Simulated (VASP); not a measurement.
# C (Pm-3m) in VASP: further runs

Runs on C. Level: BLYP. Tasks: single point, relaxation of cell and atoms.

Everything below comes from runs of VASP 6.6.1. Logs are shortened: lines on timing, memory, paths and dates and some standing lists are left out, and cuts for length are marked.

## 1. The cell of the first run

It takes space group Pm-3m (No. 221, cubic). Conventional cell: a = 1.873 Å, b = 1.873 Å, c = 1.873 Å, α = 90.00°, β = 90.00°, γ = 90.00°. C (site symmetry m-3m) has 6 C at 1.87 Å within 2.5 Å.

## 2. Single point, BLYP (volume scaled by 1.12)

The input, INCAR:

```
SYSTEM = C
  AGGAC = 1.0
  AGGAX = 1.0
  ALDAC = 0.0
  ALDAX = 1.0
  ALGO = Normal
  EDIFF = 1E-6
  ENCUT = 520
  GGA = B5
  ISIF = 2
  ISMEAR = -1
  LASPH = .True.
  LCHARG = .False.
  LREAL = .False.
  LWAVE = .False.
  NBANDS = 8
  NELM = 100
  PREC = Accurate
  SIGMA = 0.1
```

The input, KPOINTS:

```
k-points
0
Gamma
  19 19 19
  0 0 0
```

The input, POSCAR:

```
C
1.0
    1.8726627510      0.0000000000      0.0000000000
    0.0000000000      1.8726627510      0.0000000000
    0.0000000000      0.0000000000      1.8726627510
C
1
Direct
    0.0000000000      0.0000000000      0.0000000000
```

Potentials or basis: VASP PAW PBE potentials, release 64 (C).

On the command line:

```bash
$ cat potpaw_PBE.64/C/POTCAR > POTCAR
$ mpirun -np 1 vasp_std > vasp.out
```

OUTCAR:

```text
SYSTEM = C
   EDIFF = 1E-6
   ENCUT = 520
   GGA = B5
   ISIF = 2
   ISMEAR = -1
   LASPH = .True.
   LREAL = .False.
   NELM = 100
   PREC = Accurate

 ion  position               nearest neighbor table
   1  0.000  0.000  0.000-

  LATTYP: Found a simple cubic cell.
 ALAT       =     1.8726627510

  Lattice vectors:

 A1 = (   1.8726627510,   0.0000000000,   0.0000000000)
 A2 = (   0.0000000000,   1.8726627510,   0.0000000000)
 A3 = (   0.0000000000,   0.0000000000,   1.8726627510)

Analysis of symmetry for initial positions (statically):
=====================================================================
 Subroutine PRICEL returns:
 Original cell was already a primitive cell.

 Routine SETGRP: Setting up the symmetry group for a
 simple cubic supercell.

 Subroutine GETGRP returns: Found 48 space group operations
 (whereof 48 operations were pure point group operations)
 out of a pool of 48 trial point group operations.

The static configuration has the point symmetry O_h .

Analysis of symmetry for dynamics (positions and initial velocities):
=====================================================================
 Subroutine PRICEL returns:
 Original cell was already a primitive cell.

 Routine SETGRP: Setting up the symmetry group for a
 simple cubic supercell.

 Subroutine GETGRP returns: Found 48 space group operations
 (whereof 48 operations were pure point group operations)
 out of a pool of 48 trial point group operations.

The dynamic configuration has the point symmetry O_h .

 Subroutine INISYM returns: Found 48 space group operations
 (whereof 48 operations are pure point group operations),
 and found     1 'primitive' translations

----------------------------------------------------------------------------------------

                                     Primitive cell

  volume of cell :       6.5672

  direct lattice vectors                    reciprocal lattice vectors
     1.872662751  0.000000000  0.000000000     0.533998981  0.000000000  0.000000000
     0.000000000  1.872662751  0.000000000     0.000000000  0.533998981  0.000000000
     0.000000000  0.000000000  1.872662751     0.000000000  0.000000000  0.533998981

  length of vectors
     1.872662751  1.872662751  1.872662751     0.533998981  0.533998981  0.533998981

  position of ions in fractional coordinates (direct lattice)
     0.000000000  0.000000000  0.000000000

  ion indices of the primitive-cell ions
   primitive index   ion index
                 1           1

----------------------------------------------------------------------------------------

 KPOINTS: k-points

Automatic generation of k-mesh.
 Grid dimensions read from file:
 generate k-points for:   19   19   19

 Generating k-lattice:

  Cartesian coordinates                     Fractional coordinates (reciprocal lattice)
     0.028105210  0.000000000  0.000000000     0.052631579  0.000000000  0.000000000
     0.000000000  0.028105210  0.000000000     0.000000000  0.052631579  0.000000000
     0.000000000  0.000000000  0.028105210     0.000000000  0.000000000  0.052631579

  Length of vectors
     0.028105210  0.028105210  0.028105210

  Shift w.r.t. Gamma in fractional coordinates (k-lattice)
     0.000000000  0.000000000  0.000000000

 Subroutine IBZKPT returns following result:
 ===========================================

 Found    220 irreducible k-points:

 Following reciprocal coordinates:
            Coordinates               Weight
  0.000000  0.000000  0.000000      1.000000
  0.052632  0.000000  0.000000      6.000000
  0.105263  0.000000  0.000000      6.000000
  0.157895  0.000000  0.000000      6.000000
  0.210526  0.000000  0.000000      6.000000
  0.263158  0.000000  0.000000      6.000000
[... 16 lines left out ...]
  0.263158  0.105263  0.000000     24.000000
  0.315789  0.105263  0.000000     24.000000
 [... further k-points ...]
   k-points           NKPTS =    220   k-points in BZ     NKDIM =    220   number of bands    NBANDS=      8
   number of dos      NEDOS =    301   number of ions     NIONS =      1
   total plane-waves  NPLWV =   2744
   dimension x,y,z NGX =    14 NGY =   14 NGZ =   14
   dimension x,y,z NGXF=    28 NGYF=   28 NGZF=   28
   ions per type =               1
   NGX,Y,Z   is equivalent  to a cutoff of  12.43, 12.43, 12.43 a.u.
   NGXF,Y,Z  is equivalent  to a cutoff of  24.86, 24.86, 24.86 a.u.
 SYSTEM =  C
   PREC   = accura    normal or accurate (medium, high low for compatibility)
   ISTART =      0    job   : 0-new  1-cont  2-samecut
   ICHARG =      2    charge: 1-file 2-atom 10-const
   ISPIN  =      1    spin polarized calculation?
   LNONCOLLINEAR =      F non collinear calculations
   LSORBIT =      F    spin-orbit coupling
   LASPH  =      T    aspherical Exc in radial PAW
   ENCUT  =  520.0 eV  38.22 Ry    6.18 a.u.   3.48  3.48  3.48*2*pi/ulx,y,z
   NELM   =    100;   NELMIN=  2; NELMDL= -5     # of ELM steps
   EDIFF  = 0.1E-05   stopping-criterion for ELM
   LREAL  =      F    real-space projection
   EDIFFG = 0.1E-04   stopping-criterion for IOM
   NSW    =      0    number of steps for IOM
   IBRION =     -1    ionic relax: 0-MD 1-quasi-New 2-CG
   NFREE  =      0    steps in history (QN), initial steepest desc. (CG)
   ISIF   =      2    stress and relaxation
   ISYM   =      2    0-nonsym 1-usesym 2-fastsym
   POTIM  = 0.5000    time-step for ionic-motion
   TEBEG  =    0.0;   TEEND  =   0.0 temperature during run
   PSTRESS=    0.0 pullay stress
   NELECT =       4.0000    total number of electrons
   NUPDOWN=      -1.0000    fix difference up-down
   EMIN   =  10.00;   EMAX   =-10.00  energy-range for DOS
   EFERMI =   0.00;   METHOD = LEGACY
   ISMEAR =    -1;   SIGMA  =   0.10  broadening in eV -4-tet -1-fermi 0-gaus
   EFERMI_NEDOS =   21; number of points for ismear=-14 and -15
   IALGO  =     38    algorithm
   IMIX   =      4    mixing-type and parameters
     AMIX     =   0.40;   BMIX     =  1.00
     AMIX_MAG =   1.60;   BMIX_MAG =  1.00
  volume/ion in A,a.u.               =       6.57        44.32
  Fermi-wavevector in a.u.,A,eV,Ry     =   1.387720  2.622411 26.201657  1.925767
  Thomas-Fermi vector in A             =   2.511915
   LORBIT       =      0    0 simple, 1 ext, 2 COOP (PROOUT), +10 PAW based schemes
   GGA     = B5    functional components
   LHFCALC =     F    Hartree Fock is set to
   AEXX    =    0.0000 exact exchange contribution
   IVDW    =     0    specifies the selected vdW correction
   LEPSILON=     F    determine dielectric tensor
   LRPA    =     F    only Hartree local field effects (RPA)
 non-spin polarized calculation
  energy-cutoff  :      520.00
  volume of cell :        6.57
 maximum number of plane-waves:       183
 NGX is ok and might be reduce to    14
   NGX =  7   NGY =  7   NGZ =  7

 number of electron       4.0000000 magnetization

 Free energy of the ion-electron system (eV)
  ---------------------------------------------------
  ext. energy  EPLUGINS =         0.00000000
  ---------------------------------------------------
  free energy    TOTEN  =        -5.54391817 eV

  energy without entropy =       -5.53314301  energy(sigma->0) =       -5.53853059

 E-fermi :   8.6140     XC(G=0): -12.2719

 val. band max:        8.5902097421   @ k =   0.2632   0.1579   0.1579
 cond. band min:       8.6670208016   @ k =   0.4737   0.3684   0.0000
 fundamental gap:      0.0768110594
 Fermi energy:         8.6139733897

 k-point     1 :       0.0000    0.0000    0.0000
  band No.  band energies     occupation
      1     -10.7831      2.00000
      2      16.7086      0.00000
      3      16.7086      0.00000
      4      16.7086      0.00000
      5      33.0475      0.00000
      6      33.0475      0.00000
      7      36.5766      0.00000
      8      59.6664      0.00000

 k-point     2 :       0.0526    0.0000    0.0000
  band No.  band energies     occupation
      1     -10.6862      2.00000
      2      16.0722      0.00000
      3      16.7682      0.00000
      4      16.7682      0.00000
      5      33.1553      0.00000
      6      33.7280      0.00000
      7      36.5936      0.00000
      8      59.0976      0.00000

 k-point     3 :       0.1053    0.0000    0.0000
  band No.  band energies     occupation
      1     -10.3958      2.00000
      2      14.4366      0.00000
      3      16.9423      0.00000
      4      16.9423      0.00000
      5      33.4772      0.00000
      6      35.3585      0.00000
      7      36.7541      0.00000
      8      57.5427      0.00000

 k-point     4 :       0.1579    0.0000    0.0000
  band No.  band energies     occupation
      1      -9.9128      2.00000
      2      12.2741      0.00000
      3      17.2199      0.00000
      4      17.2199      0.00000
      5      34.0087      0.00000
      6      36.2330      0.00000
      7      38.2040      0.00000
      8      55.4180      0.00000

 k-point     5 :       0.2105    0.0000    0.0000
  band No.  band energies     occupation
      1      -9.2383      2.00000
      2       9.9083      0.00000
      3      17.5815      0.00000
      4      17.5815      0.00000
      5      34.7407      0.00000
      6      36.2911      0.00000
      7      40.5402      0.00000
      8      53.1278      0.00000
[... 177 lines left out ...]
 k-point    22 :       0.2105    0.1053    0.0000
  band No.  band energies     occupation
      1      -8.8563      2.00000
      2      10.1059      0.00000
      3      15.6712      0.00000
      4      17.8047      0.00000
      5      35.7691      0.00000
      6      36.4699      0.00000
      7      41.1104      0.00000
      8      51.1858      0.00000

 k-point    23 :       0.2632    0.1053    0.0000
  band No.  band energies     occupation
      1      -7.9961      2.00000
      2       7.7643      1.99959
      3      16.1451      0.00000
      4      18.2144      0.00000
      5      35.3740      0.00000
      6      37.2314      0.00000
      7      43.0843      0.00000
      8      49.3265      0.00000

 k-point    24 :       0.3158    0.1053    0.0000
  band No.  band energies     occupation
      1      -6.9519      2.00000
      2       5.4648      2.00000
      3      16.6589      0.00000
      4      18.6383      0.00000
      5      34.8085      0.00000
      6      38.1990      0.00000
      7      44.5135      0.00000
      8      47.6945      0.00000

 [... further k-points ...]

------------------------ aborting loop because EDIFF is reached ----------------------------------------

  FORCE on cell =-STRESS in cart. coord.  units (eV):
  Direction    XX          YY          ZZ          XY          YZ          ZX
  --------------------------------------------------------------------------------------
  -------------------------------------------------------------------------------------
  Total       -0.9902679     -0.9902679     -0.9902679      0.0000000     -0.0000000     -0.0000000
  in kB     -241.5931230   -241.5931230   -241.5931230      0.0000000     -0.0000000     -0.0000000
  external PRESSURE =    -241.5931230 kB  Pullay stress =       0.0000000 kB

 VOLUME and BASIS-vectors are now :
 -----------------------------------------------------------------------------
  energy-cutoff  :      520.00
  volume of cell :        6.57
      direct lattice vectors                 reciprocal lattice vectors
     1.872662751  0.000000000  0.000000000     0.533998981  0.000000000  0.000000000
     0.000000000  1.872662751  0.000000000     0.000000000  0.533998981  0.000000000
     0.000000000  0.000000000  1.872662751     0.000000000  0.000000000  0.533998981

 POSITION                                       TOTAL-FORCE (eV/Angst)
 -----------------------------------------------------------------------------------
      0.00000      0.00000      0.00000         0.000000      0.000000      0.000000
 -----------------------------------------------------------------------------------
    total drift:                               -0.000000     -0.000000     -0.000000

  FREE ENERGIE OF THE ION-ELECTRON SYSTEM (eV)
  ---------------------------------------------------
  free  energy   TOTEN  =        -5.5439181725 eV

  energy  without entropy=       -5.5331430098  energy(sigma->0) =       -5.53853059
```

Wall time 4.7 s (1 thread of Intel Xeon 6975P-C, shared host); peak memory 0.11 GiB.

What came out:

```yaml
Free_energy: -5.5439 eV
Pressure: -24.2 GPa
Band_gap_on_the_k_mesh: zero (band 2 reaches 16.71 eV, above the bottom of band 3 at 5.70 eV)
```

Levels at points of the mesh, in eV from the Fermi level:
```tsv
k point	band 1	band 2	band 3	band 4	band 5	band 6	band 7
(0.00, 0.00, 0.00)	-19.40	8.09	8.09	8.09	24.43	24.43	27.96
```

Caveat: the cell differs from its parent crystal (volume scaled by 1.12); the PAW data sets were made with another functional, which shifts forces and pressure a little.

## 3. Relaxation of cell and atoms, BLYP

This run uses another cell than the first one, of 7.15 Å³/atom, 1.088 times its volume.

The input, INCAR:

```
PREC = Accurate ; ENCUT = 600
EDIFF = 1E-6 ; ISMEAR = -1
SIGMA = 0.1 ; LREAL = F
LASPH = T ; NELM = 80
ALGO = Normal ; ISIF = 3
LWAVE = F ; LCHARG = F
GGA = B5 ; ALDAX = 1.0
AGGAX = 1.0 ; AGGAC = 1.0
ALDAC = 0.0 ; IBRION = 2
NSW = 80 ; EDIFFG = -0.01
```

The input, KPOINTS:

```
Automatic mesh
0
Gamma
  16 16 16
```

The input, POSCAR:

```
C
1.0
    1.9260827495      0.0000000000      0.0000000000
    0.0000000000      1.9260827495      0.0000000000
    0.0000000000      0.0000000000      1.9260827495
C
1
Direct
    0.0000000000      0.0000000000      0.0000000000
```

Potentials or basis: VASP PAW PBE potentials, release 64 (C).

On the command line:

```bash
$ cat potpaw_PBE.64/C/POTCAR > POTCAR
$ mpirun -np 1 vasp_std > vasp.out
```

Run time: 9.7 s. Hardware: 1 thread of Intel Xeon 6975P-C, shared host; peak memory 0.11 GiB.

Results (log left out):

| Quantity | Value |
| --- | --- |
| Free energy | -5.5824 eV |
| Relaxed volume | 5.86 Å³/atom |
| Relaxed cell | a = 1.802 Å, b = 1.802 Å, c = 1.802 Å, α = 90.00°, β = 90.00°, γ = 90.00° |
| Space group after relaxing (to 0.05 Å) | Pm-3m (No. 221) |
| Energy gained by relaxing | 153.4 meV/atom |
| Ionic steps | 3 |
| Pressure after relaxing | 0.0 GPa |
| Band gap on the k mesh | zero (band 2 reaches 19.23 eV, above the bottom of band 3 at 7.35 eV) |

Step by step:
```tsv
step	energy change (eV)	largest force (eV/Å)	pressure (GPa)	volume (Å³)
1	0.0000	0.0000	-32.48	7.15
2	-0.1519	0.0000	4.74	5.75
3	-0.1534	0.0000	-0.04	5.86
```

Final structure:
```
CELL_PARAMETERS angstrom
1.80244 0.00000 0.00000
0.00000 1.80244 0.00000
0.00000 0.00000 1.80244
ATOMIC_POSITIONS crystal
C 0.00000 0.00000 0.00000
```

Levels at points of the mesh, in eV from the Fermi level:
```csv
k point,band 1,band 2,band 3,band 4,band 5,band 6
"(0.00, 0.00, 0.00)",-21.13,8.79,8.79,8.79,25.35,25.35
"(0.50, 0.00, 0.00)",-12.30,-11.32,11.81,11.81,29.25,32.70
"(0.50, 0.50, 0.00)",-5.66,-5.66,-3.08,9.06,14.25,40.74
"(0.50, 0.50, 0.50)",-1.00,-1.00,-1.00,7.33,17.84,17.84
```

Caveat: the volume moved by over 15 % at a fixed basis, so the end points are rough; the PAW data sets were made with another functional, which shifts forces and pressure a little.
